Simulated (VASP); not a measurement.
# HfSi3 (Pm-3m) in VASP: density of states with PBE

Aim: the density of states of HfSi3 with PBE.

All numbers are computed with VASP 6.6.1; they aren't measurements. Logs are shortened: lines on timing, memory, paths and dates and some standing lists are left out, and cuts for length are marked.

### Step 1. The cell of the first run

It takes space group Pm-3m (No. 221, cubic). The conventional cell has a = 4.067 Å, b = 4.067 Å, c = 4.067 Å, α = 90.00°, β = 90.00°, γ = 90.00°. Within 3.8 Å of Hf (site symmetry m-3m) lie 12 Si at 2.88 Å. Si (site symmetry 4/mmm) has 4 Hf at 2.88 Å and 8 Si at 2.88 Å within 3.8 Å.

### Step 2. Density of states, PBE

Input file POSCAR:

```
HfSi3
1.0
    4.0674960000      0.0000000000      0.0000000000
    0.0000000000      4.0674960000      0.0000000000
    0.0000000000      0.0000000000      4.0674960000
Hf Si
1 3
Direct
    0.0000000000      0.0000000000      0.0000000000
    0.0000000000      0.5000000000      0.5000000000
    0.5000000000      0.0000000000      0.5000000000
    0.5000000000      0.5000000000      0.0000000000
```

Input file INCAR.step1:

```
SYSTEM = HfSi3
  PREC = Accurate
  ENCUT = 400
  EDIFF = 1E-6
  ISMEAR = -1
  SIGMA = 0.04
  LREAL = .False.
  LASPH = .True.
  NELM = 120
  ALGO = Normal
  ISIF = 2
  LWAVE = .False.
  LCHARG = .True.
  LMAXMIX = 4
  GGA = PE
  NBANDS = 19
  GGA_COMPAT = .False.
  NEDOS = 2001
  LORBIT = 11
```

Input file KPOINTS.step1:

```
Automatic mesh
0
Gamma
  8 8 8
  0 0 0
```

Input file INCAR.step2:

```
SYSTEM = HfSi3
  PREC = Accurate
  ENCUT = 400
  EDIFF = 1E-6
  ISMEAR = -5
  SIGMA = 0.04
  LREAL = .False.
  LASPH = .True.
  NELM = 120
  ALGO = Normal
  ISIF = 2
  LWAVE = .False.
  LCHARG = .False.
  LMAXMIX = 4
  GGA = PE
  LORBIT = 11
  NEDOS = 1001
  ICHARG = 11
  GGA_COMPAT = .False.
```

Input file KPOINTS.step2:

```
Automatic mesh
0
Gamma
  12 12 12
  0 0 0
```

Potentials or basis: VASP PAW PBE potentials, release 64 (Hf_pv, Si).

The run is started by

```console
$ cat potpaw_PBE.64/Hf_pv/POTCAR potpaw_PBE.64/Si/POTCAR > POTCAR
$ cp INCAR.step1 INCAR
$ cp KPOINTS.step1 KPOINTS
$ mpirun -np 1 vasp_std > vasp.out
$ cp INCAR.step2 INCAR
$ cp KPOINTS.step2 KPOINTS
$ mpirun -np 1 vasp_std > vasp.out
```

OUTCAR:

```text
SYSTEM = HfSi3
   PREC = Accurate
   ENCUT = 400
   EDIFF = 1E-6
   ISMEAR = -5
   LREAL = .False.
   LASPH = .True.
   NELM = 120
   ISIF = 2
   GGA = PE
   LORBIT = 11
   ICHARG = 11

 ion  position               nearest neighbor table
   1  0.000  0.000  0.000-   2 2.88   3 2.88   4 2.88   2 2.88   3 2.88   2 2.88   4 2.88   2 2.88
                             3 2.88   4 2.88   3 2.88   4 2.88
   2  0.000  0.500  0.500-   1 2.88   3 2.88   4 2.88   1 2.88   4 2.88   1 2.88   3 2.88   1 2.88
                             3 2.88   4 2.88   4 2.88   3 2.88
   3  0.500  0.000  0.500-   1 2.88   2 2.88   4 2.88   1 2.88   4 2.88   2 2.88   4 2.88   4 2.88
                             1 2.88   2 2.88   1 2.88   2 2.88
   4  0.500  0.500  0.000-   1 2.88   2 2.88   3 2.88   2 2.88   3 2.88   1 2.88   3 2.88   3 2.88
                             1 2.88   2 2.88   2 2.88   1 2.88

  LATTYP: Found a simple cubic cell.
 ALAT       =     4.0674960000

  Lattice vectors:

 A1 = (   4.0674960000,   0.0000000000,   0.0000000000)
 A2 = (   0.0000000000,   4.0674960000,   0.0000000000)
 A3 = (   0.0000000000,   0.0000000000,   4.0674960000)

Analysis of symmetry for initial positions (statically):
=====================================================================
 Subroutine PRICEL returns:
 Original cell was already a primitive cell.

 Routine SETGRP: Setting up the symmetry group for a
 simple cubic supercell.

 Subroutine GETGRP returns: Found 48 space group operations
 (whereof 48 operations were pure point group operations)
 out of a pool of 48 trial point group operations.

The static configuration has the point symmetry O_h .

Analysis of symmetry for dynamics (positions and initial velocities):
=====================================================================
 Subroutine PRICEL returns:
 Original cell was already a primitive cell.

 Routine SETGRP: Setting up the symmetry group for a
 simple cubic supercell.

 Subroutine GETGRP returns: Found 48 space group operations
 (whereof 48 operations were pure point group operations)
 out of a pool of 48 trial point group operations.

The dynamic configuration has the point symmetry O_h .

 Subroutine INISYM returns: Found 48 space group operations
 (whereof 48 operations are pure point group operations),
 and found     1 'primitive' translations

----------------------------------------------------------------------------------------

                                     Primitive cell
[... 120 lines left out ...]
  Thomas-Fermi vector in A             =   2.264461
   LORBIT       =     11    0 simple, 1 ext, 2 COOP (PROOUT), +10 PAW based schemes
   GGA     = PE    functional components
   LHFCALC =     F    Hartree Fock is set to
   AEXX    =    0.0000 exact exchange contribution
   IVDW    =     0    specifies the selected vdW correction
   LEPSILON=     F    determine dielectric tensor
   LRPA    =     F    only Hartree local field effects (RPA)
 non-spin polarized calculation
 Fermi weights with tetrahedron method with Bloechl corrections
  energy-cutoff  :      400.00
  volume of cell :       67.29
 maximum number of plane-waves:      1240
 NGX is ok and might be reduce to    28

 number of electron      22.0000003 magnetization

 Free energy of the ion-electron system (eV)
  ---------------------------------------------------
  ext. energy  EPLUGINS =         0.00000000
  ---------------------------------------------------
  free energy    TOTEN  =       -26.30511828 eV

  energy without entropy =      -26.30511828  energy(sigma->0) =      -26.30511828

 E-fermi :   8.4296     XC(G=0): -11.1259

 val. band max:        8.5406760194   @ k =   0.3333   0.3333   0.0000
 cond. band min:       8.3147797999   @ k =   0.4167   0.4167   0.0000
 fundamental gap:     -0.2258962195
 Fermi energy:         8.4296373574

 k-point     1 :       0.0000    0.0000    0.0000
  band No.  band energies     occupation
      1     -23.0436      2.00000
      2     -23.0436      2.00000
      3     -23.0436      2.00000
      4      -4.4147      2.00000
      5       2.6019      2.00000
      6       2.6019      2.00000
      7       4.4421      2.00000
      8       4.4421      2.00000
      9       4.4421      2.00000
     10       8.3539      2.00000
     11       8.4889      1.88474
     12       8.4889      0.00000
     13       8.4889      0.00000
     14      10.4302      0.00000
[... 401 lines left out ...]
      2     -23.0701      2.00000
      3     -23.0376      2.00000
      4      -1.9825      2.00000
      5      -0.3354      2.00000
      6       0.7292      2.00000
      7       2.9994      2.00000
      8       5.0763      2.00000
      9       5.8990      2.00000
     10       6.6933      2.00000
     11       8.0895      2.00146
     12       8.5398      0.10747
     13       8.8995      0.00000
     14       9.6666      0.00000
     15      10.8543      0.00000

 [... further k-points ...]

------------------------ aborting loop because EDIFF is reached ----------------------------------------

  FORCE on cell =-STRESS in cart. coord.  units (eV):
  Direction    XX          YY          ZZ          XY          YZ          ZX
  --------------------------------------------------------------------------------------
  -------------------------------------------------------------------------------------
  Total       -3.0234505     -3.0234505     -3.0234505      0.0000000      0.0000000     -0.0000000
  in kB      -71.9833486    -71.9833486    -71.9833486      0.0000000      0.0000000     -0.0000000
  external PRESSURE =     -71.9833486 kB  Pullay stress =       0.0000000 kB

 VOLUME and BASIS-vectors are now :
 -----------------------------------------------------------------------------
  energy-cutoff  :      400.00
  volume of cell :       67.29
      direct lattice vectors                 reciprocal lattice vectors
     4.067496000  0.000000000  0.000000000     0.245851502  0.000000000  0.000000000
     0.000000000  4.067496000  0.000000000     0.000000000  0.245851502  0.000000000
     0.000000000  0.000000000  4.067496000     0.000000000  0.000000000  0.245851502

 POSITION                                       TOTAL-FORCE (eV/Angst)
 -----------------------------------------------------------------------------------
      0.00000      0.00000      0.00000         0.000000      0.000000      0.000000
      0.00000      2.03375      2.03375         0.000000      0.000000      0.000000
      2.03375      0.00000      2.03375         0.000000      0.000000      0.000000
      2.03375      2.03375      0.00000         0.000000      0.000000      0.000000
 -----------------------------------------------------------------------------------
    total drift:                               -0.000000     -0.000000     -0.000000

  FREE ENERGIE OF THE ION-ELECTRON SYSTEM (eV)
  ---------------------------------------------------
  free  energy   TOTEN  =       -26.3051182792 eV

  energy  without entropy=      -26.3051182792  energy(sigma->0) =      -26.30511828

 total charge

# of ion       s       p       d       tot
------------------------------------------
    1        0.302   6.332   1.627   8.261
    2        0.810   0.755   0.000   1.565
    3        0.810   0.755   0.000   1.565
    4        0.810   0.755   0.000   1.565
--------------------------------------------------
tot          2.732   8.597   1.627  12.955
```

It took 47 s on 1 thread of Intel Xeon Platinum 8259CL at 2.50GHz (Skylake/Cascade Lake), shared host; peak memory 0.18 GiB.

Results:

- Valence electrons inside the program's atomic spheres: Hf 8.26; Si 1.56

Caveat: spin-orbit coupling is left out, which moves the levels of the heavy elements; tetrahedron occupations give inexact forces and stress in metals.
